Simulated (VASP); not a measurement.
Here is a VASP 6.6.1 calculation.

INCAR

```
SYSTEM = Tc12Au
PREC     = Accurate       ! precision mode
ENCUT    = 520            ! plane-wave cutoff, eV
EDIFF    = 1E-6           ! SCF threshold, eV
ISMEAR   = -1             ! smearing method
SIGMA    = 0.05           ! smearing width, eV
LREAL    = .False.        ! projectors in reciprocal space
LASPH    = .True.         ! aspherical terms in the spheres
NELM     = 100            ! most SCF steps
ALGO     = Normal         ! electronic algorithm
ISIF     = 2              ! what is computed and relaxed
LWAVE    = .False.        ! write WAVECAR
LCHARG   = .True.         ! write CHGCAR
GGA      = PE             ! functional
IVDW     = 12             ! dispersion correction
LELF     = .True.         ! ELF
LVHAR    = .True.       
NBANDS   = 96             ! bands
```

Contents of KPOINTS:

```
regular mesh
0
Gamma
  4 4 1
  0 0 0
```

The input POSCAR:

```
Tc12Au
1.0
    5.4800000000      0.0000000000      0.0000000000
    2.7400000000      4.7458190000      0.0000000000
    0.0000000000      0.0000000000     15.3949600000
Tc Au
12 1
Direct
    0.0000000000      0.0000000000      0.0649563234
    0.5000000000      0.0000000000      0.0649563234
   -0.0000000527      0.5000001054      0.0649563234
    0.4999999473      0.5000001054      0.0649563234
   -0.1637912234      0.3275824468      0.1980448796
    0.3335675044      0.3328649913      0.2025708414
   -0.1663185213      0.8320005462      0.2029604494
    0.3343179751      0.8320005462      0.2029604494
    0.0051289356     -0.0102578712      0.3421076118
    0.4969978556      0.0060046538      0.3390299163
   -0.0071014345      0.4977025040      0.3393974392
    0.5093988251      0.4977027147      0.3393974392
    0.2041178566      0.5917631920      0.4845484496
```

Potentials or basis: VASP PAW PBE potentials, release 64 (Tc_pv, Au).

Command:

```sh
$ cat potpaw_PBE.64/Tc_pv/POTCAR potpaw_PBE.64/Au/POTCAR > POTCAR
$ mpirun -np 1 vasp_std > vasp.out
```

(1) Estimate the dispersion energy per atom.

(2) What does it give for the band gap on the k mesh?

(3) What does it give for the largest force?

Answers

(1) -0.434 eV.

(2) zero (an odd number of electrons rules out a gap without spin polarisation).

(3) 0.169 eV/Å.

Caveat: there is no dipole correction, which matters where the two faces differ; spin-orbit coupling is left out, which moves the levels of the heavy elements.
